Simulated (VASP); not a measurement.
# WS2 in VASP: single point with LDA

Aim: the single point of WS2 with LDA.

Program: VASP 6.6.1. These are calculated values, not measurements. Logs are shortened: lines on timing, memory, paths and dates and some standing lists are left out, and cuts for length are marked.

## Step 1: The cell of the first run

The cell holds a slab with vacuum, 6 atoms: a = 3.136 Å, b = 3.277 Å, c = 23.413 Å, α = 92.13°, β = 96.10°, γ = 124.51°.

## Step 2: Single point, LDA

Input file INCAR:

```
SYSTEM = WS2
PREC = Accurate
ENCUT = 520
EDIFF = 1E-6
ISMEAR = 0
SIGMA = 0.05
LREAL = .FALSE.
LASPH = .TRUE.
NELM = 80
ALGO = Normal
ISIF = 2
LWAVE = .FALSE.
LCHARG = .FALSE.
NBANDS = 35
```

Input file KPOINTS:

```
regular mesh
0
G
  12 12 2
  0 0 0
```

Input file POSCAR:

```
WS2
1.0
    3.1264167816     -0.1719529230     -0.1719529230
   -1.7121239904      2.7935328172     -0.0629391381
   -1.2838415798     -1.2838415798     23.3425741786
W S
2 4
Direct
    0.3333333333      0.6666666667      0.6302757360
    0.6666666667      0.3333333333      0.3697242640
    0.3333333333      0.6666666667      0.3028928957
    0.6666666667      0.3333333333      0.5633280735
    0.3333333333      0.6666666667      0.4366719265
    0.6666666667      0.3333333333      0.6971071043
```

Potentials or basis: VASP PAW LDA potentials, release 64 (W_sv, S).

On the command line:

```bash
cat potpaw_LDA.64/W_sv/POTCAR potpaw_LDA.64/S/POTCAR > POTCAR
mpirun -np 1 vasp_std > vasp.out
```

OUTCAR:

```text
SYSTEM = WS2
   PREC = Accurate
   ENCUT = 520
   EDIFF = 1E-6
   ISMEAR = 0
   LREAL = .FALSE.
   LASPH = .TRUE.
   NELM = 80
   ISIF = 2

 ion  position               nearest neighbor table
   1  0.333  0.667  0.630-   4 2.15   6 2.26   6 2.41   6 2.50   4 2.50   4 2.52
   2  0.667  0.333  0.370-   5 2.15   3 2.26   3 2.41   3 2.50   5 2.50   5 2.52
   3  0.333  0.667  0.303-   2 2.26   2 2.41   2 2.50
   4  0.667  0.333  0.563-   1 2.15   1 2.50   1 2.52
   5  0.333  0.667  0.437-   2 2.15   2 2.50   2 2.52
   6  0.667  0.333  0.697-   1 2.26   1 2.41   1 2.50

  LATTYP: Found a triclinic cell.
 ALAT       =     2.9879892104
 B/A-ratio  =     1.0494883717
 C/A-ratio  =     7.7859334251
 COS(alpha) =     0.0029560475
 COS(beta)  =     0.1034584573
 COS(gamma) =     0.4281010547

  Lattice vectors:

 A1 = (  -1.4142927912,  -2.6215798942,   0.2348920611)
 A2 = (  -3.1264167816,   0.1719529230,   0.1719529230)
 A3 = (  -1.5447440026,  -3.9593182086, -22.8727900564)

Analysis of symmetry for initial positions (statically):
=====================================================================
 Subroutine PRICEL returns:
 Original cell was already a primitive cell.

 Routine SETGRP: Setting up the symmetry group for a
 triclinic supercell.

 Subroutine GETGRP returns: Found  2 space group operations
 (whereof  2 operations were pure point group operations)
 out of a pool of  2 trial point group operations.

The static configuration has the point symmetry S_2 .

Analysis of symmetry for dynamics (positions and initial velocities):
=====================================================================
 Subroutine PRICEL returns:
 Original cell was already a primitive cell.

 Routine SETGRP: Setting up the symmetry group for a
 triclinic supercell.

 Subroutine GETGRP returns: Found  2 space group operations
 (whereof  2 operations were pure point group operations)
 out of a pool of  2 trial point group operations.

The dynamic configuration has the point symmetry S_2 .

 Subroutine INISYM returns: Found  2 space group operations
 (whereof  2 operations are pure point group operations),
 and found     1 'primitive' translations

----------------------------------------------------------------------------------------

                                     Primitive cell

  volume of cell :     195.7348

  direct lattice vectors                    reciprocal lattice vectors
     3.126416782 -0.171952923 -0.171952923     0.332733077  0.204594097  0.029552995
    -1.712123990  2.793532817 -0.062939138     0.021634294  0.371716498  0.021634294
    -1.283841580 -1.283841580 23.342574179     0.002509409  0.002509409  0.043116212

  length of vectors
     3.135859931  3.277065073 23.413078988     0.391718553  0.372973512  0.043262015

  position of ions in fractional coordinates (direct lattice)
     0.333333333  0.666666667  0.630275736
     0.666666667  0.333333333  0.369724264
     0.333333333  0.666666667  0.302892896
     0.666666667  0.333333333  0.563328074
     0.333333333  0.666666667  0.436671926
     0.666666667  0.333333333  0.697107104

  ion indices of the primitive-cell ions
   primitive index   ion index
                 1           1
                 2           2
                 3           3
                 4           4
                 5           5
                 6           6

----------------------------------------------------------------------------------------

 KPOINTS: regular mesh

Automatic generation of k-mesh.
 Grid dimensions read from file:
 generate k-points for:   12   12    2

 Generating k-lattice:

  Cartesian coordinates                     Fractional coordinates (reciprocal lattice)
     0.027727756  0.017049508  0.002462750     0.083333333  0.000000000 -0.000000000
     0.001802858  0.030976375  0.001802858     0.000000000  0.083333333  0.000000000
     0.001254705  0.001254705  0.021558106     0.000000000 -0.000000000  0.500000000

  Length of vectors
     0.032643213  0.031081126  0.021631008

  Shift w.r.t. Gamma in fractional coordinates (k-lattice)
     0.000000000  0.000000000  0.000000000

 Subroutine IBZKPT returns following result:
 ===========================================

 Found    148 irreducible k-points:

 Following reciprocal coordinates:
            Coordinates               Weight
  0.000000  0.000000  0.000000      1.000000
  0.083333  0.000000 -0.000000      2.000000
  0.166667  0.000000  0.000000      2.000000
  0.250000  0.000000 -0.000000      2.000000
  0.333333  0.000000 -0.000000      2.000000
  0.416667  0.000000 -0.000000      2.000000
[... 16 lines left out ...]
  0.250000  0.166667 -0.000000      2.000000
  0.333333  0.166667 -0.000000      2.000000
 [... further k-points ...]
   k-points           NKPTS =    148   k-points in BZ     NKDIM =    148   number of bands    NBANDS=     35
   number of dos      NEDOS =    301   number of ions     NIONS =      6
   total plane-waves  NPLWV = 103680
   dimension x,y,z NGX =    24 NGY =   24 NGZ =  180
   dimension x,y,z NGXF=    48 NGYF=   48 NGZF=  360
   ions per type =               2   4
   NGX,Y,Z   is equivalent  to a cutoff of  12.72, 12.18, 12.78 a.u.
   NGXF,Y,Z  is equivalent  to a cutoff of  25.45, 24.35, 25.56 a.u.
 SYSTEM =  WS2
   PREC   = accura    normal or accurate (medium, high low for compatibility)
   ISTART =      0    job   : 0-new  1-cont  2-samecut
   ICHARG =      2    charge: 1-file 2-atom 10-const
   ISPIN  =      1    spin polarized calculation?
   LNONCOLLINEAR =      F non collinear calculations
   LSORBIT =      F    spin-orbit coupling
   LASPH  =      T    aspherical Exc in radial PAW
   ENCUT  =  520.0 eV  38.22 Ry    6.18 a.u.   5.83  6.09 43.53*2*pi/ulx,y,z
   NELM   =     80;   NELMIN=  2; NELMDL= -5     # of ELM steps
   EDIFF  = 0.1E-05   stopping-criterion for ELM
   LREAL  =      F    real-space projection
   EDIFFG = 0.1E-04   stopping-criterion for IOM
   NSW    =      0    number of steps for IOM
   IBRION =     -1    ionic relax: 0-MD 1-quasi-New 2-CG
   NFREE  =      0    steps in history (QN), initial steepest desc. (CG)
   ISIF   =      2    stress and relaxation
   ISYM   =      2    0-nonsym 1-usesym 2-fastsym
   POTIM  = 0.5000    time-step for ionic-motion
   TEBEG  =    0.0;   TEEND  =   0.0 temperature during run
   PSTRESS=    0.0 pullay stress
   NELECT =      52.0000    total number of electrons
   NUPDOWN=      -1.0000    fix difference up-down
   EMIN   =  10.00;   EMAX   =-10.00  energy-range for DOS
   EFERMI =   0.00;   METHOD = LEGACY
   ISMEAR =     0;   SIGMA  =   0.05  broadening in eV -4-tet -1-fermi 0-gaus
   EFERMI_NEDOS =   21; number of points for ismear=-14 and -15
   IALGO  =     38    algorithm
   IMIX   =      4    mixing-type and parameters
     AMIX     =   0.40;   BMIX     =  1.00
     AMIX_MAG =   1.60;   BMIX_MAG =  1.00
  volume/ion in A,a.u.               =      32.62       220.15
  Fermi-wavevector in a.u.,A,eV,Ry     =   1.052414  1.988774 15.069474  1.107575
  Thomas-Fermi vector in A             =   2.187496
   LORBIT       =      0    0 simple, 1 ext, 2 COOP (PROOUT), +10 PAW based schemes
   GGA     = CA    functional components
   LHFCALC =     F    Hartree Fock is set to
   AEXX    =    0.0000 exact exchange contribution
   IVDW    =     0    specifies the selected vdW correction
   LEPSILON=     F    determine dielectric tensor
   LRPA    =     F    only Hartree local field effects (RPA)
 non-spin polarized calculation
 Gauss-broadening in eV      SIGMA  =   0.05
  energy-cutoff  :      520.00
  volume of cell :      195.73
 maximum number of plane-waves:      5332
   NGX = 11   NGY = 13   NGZ = 87

 number of electron      52.0000001 magnetization

 Free energy of the ion-electron system (eV)
  ---------------------------------------------------
  ext. energy  EPLUGINS =         0.00000000
  ---------------------------------------------------
  free energy    TOTEN  =       -50.49396881 eV

  energy without entropy =      -50.49396881  energy(sigma->0) =      -50.49396881

 E-fermi :   1.9876     XC(G=0):  -6.4254

 val. band max:        1.6195560823   @ k =   0.0000   0.0000   0.0000
 cond. band min:       2.5957297299   @ k =   0.1667   0.1667   0.0000
 fundamental gap:      0.9761736476
 Fermi energy:         1.9876371874

 k-point     1 :       0.0000    0.0000    0.0000
  band No.  band energies     occupation
      1     -72.4592      2.00000
      2     -72.4592      2.00000
      3     -37.1019      2.00000
      4     -37.1018      2.00000
      5     -36.9129      2.00000
      6     -36.9129      2.00000
[... 27 lines left out ...]
     34       4.6588      0.00000
     35       6.3268      0.00000

 k-point     2 :       0.0833    0.0000   -0.0000
  band No.  band energies     occupation
      1     -72.4571      2.00000
      2     -72.4571      2.00000
      3     -37.0960      2.00000
      4     -37.0960      2.00000
      5     -36.9229      2.00000
      6     -36.9229      2.00000
[... 27 lines left out ...]
     34       4.6696      0.00000
     35       6.5065      0.00000

 k-point     3 :       0.1667    0.0000    0.0000
  band No.  band energies     occupation
      1     -72.4513      2.00000
      2     -72.4513      2.00000
      3     -37.0816      2.00000
      4     -37.0815      2.00000
      5     -36.9526      2.00000
      6     -36.9526      2.00000
[... 27 lines left out ...]
     34       4.9015      0.00000
     35       6.9351      0.00000

 k-point     4 :       0.2500    0.0000   -0.0000
  band No.  band energies     occupation
      1     -72.4433      2.00000
      2     -72.4433      2.00000
      3     -37.0790      2.00000
      4     -37.0790      2.00000
      5     -37.0033      2.00000
      6     -37.0033      2.00000
[... 27 lines left out ...]
     34       5.3707      0.00000
     35       7.4924      0.00000

 k-point     5 :       0.3333    0.0000   -0.0000
  band No.  band energies     occupation
      1     -72.4353      2.00000
      2     -72.4353      2.00000
      3     -37.1568      2.00000
      4     -37.1568      2.00000
      5     -37.0127      2.00000
      6     -37.0126      2.00000
[... 638 lines left out ...]
 k-point    22 :       0.1667    0.1667    0.0000
  band No.  band energies     occupation
      1     -72.4393      2.00000
      2     -72.4393      2.00000
      3     -37.1118      2.00000
      4     -37.1118      2.00000
      5     -37.0242      2.00000
      6     -37.0242      2.00000
[... 27 lines left out ...]
     34       6.1735      0.00000
     35       8.0196      0.00000

 k-point    23 :       0.2500    0.1667   -0.0000
  band No.  band energies     occupation
      1     -72.4327      2.00000
      2     -72.4327      2.00000
      3     -37.1890      2.00000
      4     -37.1890      2.00000
      5     -37.0204      2.00000
      6     -37.0204      2.00000
[... 27 lines left out ...]
     34       6.3473      0.00000
     35       8.0520      0.00000

 k-point    24 :       0.3333    0.1667   -0.0000
  band No.  band energies     occupation
      1     -72.4286      2.00000
      2     -72.4286      2.00000
      3     -37.2341      2.00000
      4     -37.2341      2.00000
      5     -37.0491      2.00000
      6     -37.0491      2.00000
[... 27 lines left out ...]
     34       5.9696      0.00000
     35       7.3265      0.00000

 [... further k-points ...]
[... 5 lines left out ...]
  --------------------------------------------------------------------------------------
  -------------------------------------------------------------------------------------
  Total        5.0826767      5.5793834      5.0534837      8.5505120     12.5998388     12.7611378
  in kB       41.6039931     45.6697605     41.3650351     69.9897841    103.1353435    104.4556484
  external PRESSURE =      42.8795962 kB  Pullay stress =       0.0000000 kB

 VOLUME and BASIS-vectors are now :
 -----------------------------------------------------------------------------
  energy-cutoff  :      520.00
  volume of cell :      195.73
      direct lattice vectors                 reciprocal lattice vectors
     3.126416782 -0.171952923 -0.171952923     0.332733077  0.204594097  0.029552995
    -1.712123990  2.793532817 -0.062939138     0.021634294  0.371716498  0.021634294
    -1.283841580 -1.283841580 23.342574179     0.002509409  0.002509409  0.043116212

 POSITION                                       TOTAL-FORCE (eV/Angst)
 -----------------------------------------------------------------------------------
     -0.90845      0.99586     14.61298         2.198940      0.271903      1.220839
      1.03890      0.34187      8.49470        -2.198940     -0.271903     -1.220839
     -0.48814      1.41617      6.97102        -1.077222     -1.994860     -0.428576
      0.79035      0.09332     13.01391        -3.261316     -2.198119     -1.603939
     -0.65989      1.24442     10.09377         3.261316      2.198119      1.603939
      0.61859     -0.07843     16.13666         1.077222      1.994860      0.428576
 -----------------------------------------------------------------------------------
    total drift:                               -0.000000     -0.000000     -0.000000

  FREE ENERGIE OF THE ION-ELECTRON SYSTEM (eV)
  ---------------------------------------------------
  free  energy   TOTEN  =       -50.4939688149 eV

  energy  without entropy=      -50.4939688149  energy(sigma->0) =      -50.49396881
```

Run time: 26 min. Hardware: 1 thread of Oxide Virtual Turin-like, shared host; peak memory 0.78 GiB.

Results:

| Item | Value |
| --- | --- |
| Free energy | -50.4940 eV |
| Largest force | 4.247 eV/Å |
| Band gap on the k mesh | 0.98 eV (least direct gap 1.35 eV) |

Forces on the atoms (eV/Å):
```
W    2.199  0.272  1.221
W   -2.199 -0.272 -1.221
S   -1.077 -1.995 -0.429
S   -3.261 -2.198 -1.604
S    3.261  2.198  1.604
S    1.077  1.995  0.429
```

Caveat: there is no dipole correction, which matters where the two faces differ; spin-orbit coupling is left out, which moves the levels of the heavy elements.
